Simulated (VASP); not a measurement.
Ti3Al, 4 atoms in the cell. Symmetry: P-6m2, No. 187, hexagonal system. The conventional cell has a = 2.879 Å, b = 2.879 Å, c = 9.557 Å, α = 90.00°, β = 90.00°, γ = 120.00°. Ti (site symmetry -6m2) has 12 Ti at 2.88 to 2.95 Å within 3.8 Å. Within 3.8 Å of Ti (site symmetry 3m) lie 3 Al at 2.87 Å and 9 Ti at 2.88 to 2.95 Å. Within 3.8 Å of Al (site symmetry -6m2) lie 6 Ti at 2.87 Å and 6 Al at 2.88 Å.  This cell differs from its parent crystal: atoms shifted along a free coordinate, c/a of the conventional cell at fixed volume 3.3190.

* Program: VASP 6.6.1
* Task: single point
* Functional: PBE
* Potentials or basis: VASP PAW PBE potentials, release 64 (Ti_sv, Al)
* Cutoff: 520 eV
* k mesh: 15 × 15 × 6
* Occupations: gaussian, width 0.15 eV
* Spin: no spin polarisation
* Dipole correction: no
* Further INCAR settings: ALGO = Fast; EDIFF = 1e-06; NBANDS = 28

Potentials or basis: VASP PAW PBE potentials, release 64 (Ti_sv, Al).

Launch:

```bash
$ cat potpaw_PBE.64/Ti_sv/POTCAR potpaw_PBE.64/Al/POTCAR > POTCAR
$ mpirun -np 1 vasp_std > vasp.out
```

Hardware: 1 thread of Intel Xeon 8259CL, with other jobs on the host.

Estimate the wall time of this run.

It took 21 min on 1 thread of Intel Xeon 8259CL (shared host), peak memory 0.32 GiB. Counts: scf iterations 45, k points 108.
